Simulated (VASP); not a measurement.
Crystal: CsI.

```xyz
2
Lattice="4.5667 0.0000 0.0000 0.0000 4.5667 0.0000 0.0000 0.0000 4.5667" Properties=species:S:1:pos:R:3 pbc="T T T"
Cs    0.0000    0.0000    0.0000
I     2.2833    2.2833    2.2833
```

Base run:

```yaml
Program: VASP 6.6.1
Functional: RPBE
Potentials_or_basis: VASP PAW PBE potentials, release 64 (Cs_sv, I)
Cutoff: 500 eV
k_mesh: 4 × 4 × 4
Occupations: gaussian, width 0.01 eV
Spin: no spin polarisation
```

Its results: band gap on the k mesh 4.16 eV, indirect (least direct gap 4.24 eV); pressure 2.1 GPa.

**Question.** The run is repeated on the same cell with these changes: functional from RPBE to PBEsol. What comes out?

**Answer.** Band gap on the k mesh 3.70 eV, indirect (least direct gap 3.79 eV); pressure -0.4 GPa.

PBEsol binds more tightly than RPBE, so the same cell stands under less pressure.

Caveats: the PAW data sets were made with another functional, which shifts forces and pressure a little; spin-orbit coupling is left out, which moves the levels of the heavy elements.

A k mesh can miss the band edges.
